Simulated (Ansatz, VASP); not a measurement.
Two plane-wave programs on TaAl2

The input INCAR:

```
SYSTEM = TaAl2
  PREC = Accurate
  ENCUT = 600
  EDIFF = 1E-6
  ISMEAR = 0
  SIGMA = 0.1
  LREAL = .False.
  LASPH = .True.
  NELM = 80
  ALGO = Normal
  ISIF = 3
  LWAVE = .False.
  LCHARG = .False.
  GGA = PE
  IBRION = 2
  NSW = 90
  EDIFFG = -0.04
```

KPOINTS

```
Automatic mesh
0
Gamma
  6 6 6
  0 0 0
```

File POSCAR:

```
TaAl2
1.0
    0.0000000000      3.0754132800      3.0754132800
    3.0754132800      0.0000000000      3.0754132800
    3.0754132800      3.0754132800      0.0000000000
Ta Al
1 2
Direct
    0.0000000000      0.0000000000      0.0000000000
    0.7500000000      0.7500000000      0.7500000000
    0.2500000000      0.2500000000      0.2500000000
```

Input for Ansatz:

```yaml
crystal:
  lattice:
    - [0.0, 3.07541328, 3.07541328]
    - [3.07541328, 0.0, 3.07541328]
    - [3.07541328, 3.07541328, 0.0]
  atoms:
    - { symbol: Ta, position: [0.0, 0.0, 0.0] }
    - { symbol: Al, position: [0.75, 0.75, 0.75] }
    - { symbol: Al, position: [0.25, 0.25, 0.25] }
basis:
  ecutwfc: 420
kpoints:
  mp_grid: { grid: [6, 6, 6] }
hamiltonian:
  xc: pbe
scf:
  occupations: { method: gaussian, width: 0.1 }
  lower_state_search: "off"
output:
  forces: true
  stress: true
  eigenvalues: true
relax:
  adjacent_minimum: "off"
  f_tol: 0.04
  max_steps: 70
  cell: { stress_tol: 0.4 }
```

Change from the starting cell: species swapped into the Mg2Ge type (Fm-3m, No. 225).

Alike in both runs: task relaxation of cell and atoms; functional PBE; k mesh 6 × 6 × 6; occupations gaussian, width 0.1 eV; no spin polarisation.

```csv
,VASP,Ansatz
version,VASP 6.6.1,Ansatz 0.2.0
potentials or method,"VASP PAW PBE potentials, release 64 (Ta_pv, Al), cutoff 600 eV","scalar-relativistic, plane waves, PAW"
valence electrons in the cell,17,19
```

|  | VASP | Ansatz | Ansatz less VASP |
| --- | --- | --- | --- |
| gap on the k mesh at the Fermi level, each at its own relaxed structure (eV) | none | none | - |
| relaxed volume (Å³/atom) | 20.47 | 20.51 | +0.041 |
| relaxed cell length with the largest relative difference (Å) | 4.428 | 4.431 | +0.0029 |

A gap of «none» marks a metal or a gap that the smearing closes. VASP's potentials hold 17 valence electrons a cell and Ansatz's 19, so a difference there can come from the potentials and not from the codes.

Neither program's run includes spin-orbit coupling.
